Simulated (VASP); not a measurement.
LiPdF3: single point with r2SCAN

LiPdF3:

```
Pd Li F
1.0
     2.65427    4.59733    0.00000
    -2.65427    4.59733    0.00000
     0.00000    0.00000    4.44791
Pd Li F
2 2 6
Direct
  0.00000 0.00000 0.00000
  0.00000 0.00000 0.50000
  0.33333 0.33333 0.75000
  0.66667 0.66667 0.25000
  0.82294 0.82294 0.25000
  0.17706 0.64588 0.75000
  0.35412 0.82294 0.25000
  0.17706 0.17706 0.75000
  0.82294 0.35412 0.25000
  0.64588 0.17706 0.75000
```

```
Program                : VASP 6.6.1
Task                   : single point
Functional             : r2SCAN
Potentials or basis    : VASP PAW PBE potentials, release 64 (Pd, Li_sv, F)
Cutoff                 : 520 eV
k mesh                 : 6 × 6 × 7
Occupations            : fermi-dirac, width 0.1 eV
Spin                   : no spin polarisation
Dipole correction      : no
Further INCAR settings : ALGO = Normal; EDIFF = 1e-06; NBANDS = 45
```

```yaml
Largest_force: 0.278 eV/Å
Band_gap_on_the_k_mesh: zero (bands 34 and 35 overlap by 0.17 eV)
```

Forces on the atoms (eV/Å):
```
Pd   0.000  0.000  0.000
Pd   0.000  0.000  0.000
Li   0.000  0.000  0.000
Li   0.000  0.000  0.000
F    0.000  0.278  0.000
F   -0.241  0.139  0.000
F   -0.241 -0.139  0.000
F    0.000 -0.278  0.000
F    0.241 -0.139  0.000
F    0.241  0.139  0.000
```

Levels at points of the mesh, in eV from the Fermi level:
| k point | band 29 | band 30 | band 31 | band 32 | band 33 | band 34 | band 35 | band 36 | band 37 | band 38 |
| --- | --- | --- | --- | --- | --- | --- | --- | --- | --- | --- |
| (0.00, 0.00, 0.00) | -3.26 | -2.20 | -2.20 | -0.03 | -0.03 | 0.12 | 0.12 | 0.49 | 2.76 | 6.56 |
| (0.50, 0.00, 0.00) | -2.67 | -2.21 | -2.20 | -0.27 | -0.02 | 0.06 | 0.12 | 0.62 | 4.94 | 5.07 |

Run time: 6.5 min on 1 thread of Intel(R) Xeon(R) Platinum 8488C (Sapphire Rapids), with other jobs on the host, peak memory 0.31 GiB.

Caveat: the PAW data sets were made with another functional, which shifts forces and pressure a little.
